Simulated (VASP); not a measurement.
The system is BN.

```
CELL_PARAMETERS angstrom
2.31480 0.00000 0.00000
0.00000 2.31480 0.00000
0.00000 0.00000 2.31480
ATOMIC_POSITIONS crystal
B 0.00000 0.00000 0.00000
N 0.50000 0.50000 0.50000
```

Base run:

| Property | Result |
| --- | --- |
| Program | VASP 6.6.1 |
| Functional | PBE |
| Potentials or basis | VASP PAW PBE potentials, release 64 (B, N) |
| Cutoff | 520 eV |
| k mesh | 8 × 8 × 8, shifted |
| Occupations | fermi-dirac, width 0.02 eV |
| Spin | no spin polarisation |

Its results: band gap on the k mesh zero (band 4 reaches 9.32 eV, above the bottom of band 5 at 7.68 eV); pressure 2.4 GPa.

After a change of settings the same cell gave: band gap on the k mesh 0.02 eV, direct; pressure 12.3 GPa. Which change was it?
A. functional from PBE to HSE06; k mesh from 8 × 8 × 8, shifted to 6 × 6 × 6
B. functional from PBE to r2SCAN; k mesh from 8 × 8 × 8, shifted to 8 × 8 × 8
C. k mesh from 8 × 8 × 8, shifted to 3 × 3 × 3

C.

Caveats: some runs use coarse meshes.
